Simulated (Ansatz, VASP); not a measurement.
## One calculation of GaGeO4, two programs

```xyz
6
Lattice="5.5516 0.0000 0.0000 -2.7758 4.8078 0.0000 0.0000 0.0000 2.7273" Properties=species:S:1:pos:R:3 pbc="T T T"
Ga    0.0000    0.0000    0.0000
Ge    0.0000    3.2052    0.0000
O     2.7758    1.6026    0.0000
O     0.0000    4.6143    1.3636
O    -1.2203    2.5006    1.3636
O     1.2203    2.5006    1.3636
```

Change from the starting cell: species swapped into the PrMnNi4 type (P-6m2, No. 187).

Alike in both runs: functional PBE; k mesh 6 × 6 × 6; occupations gaussian, width 0.1 eV; no spin polarisation.

Ansatz relaxed the structure, and its values are those at the end. VASP's run is a single point on that final structure, the one shown.

|  | VASP | Ansatz |
| --- | --- | --- |
| version | VASP 6.6.1 | Ansatz 0.2.0 |
| potentials or method | VASP PAW PBE potentials, release 64 (Ga_d, Ge_d, O), cutoff 520 eV | scalar-relativistic, plane waves, PAW |
| valence electrons in the cell | 51 | 51 |

Ansatz gave:

```
gap on the k mesh at the Fermi level (eV) : none
pressure (GPa)                            : 0.0
rms of the force components (eV/Å)        : 0.013
```

**Question.** Which values does VASP return?

**Answer.** gap on the k mesh at the Fermi level (eV): none; pressure (GPa): 0.1; rms of the force components (eV/Å): 0.014.

A gap of «none» marks a metal or a gap that the smearing closes.

The k mesh is coarse, so the values compare programs but aren't converged.
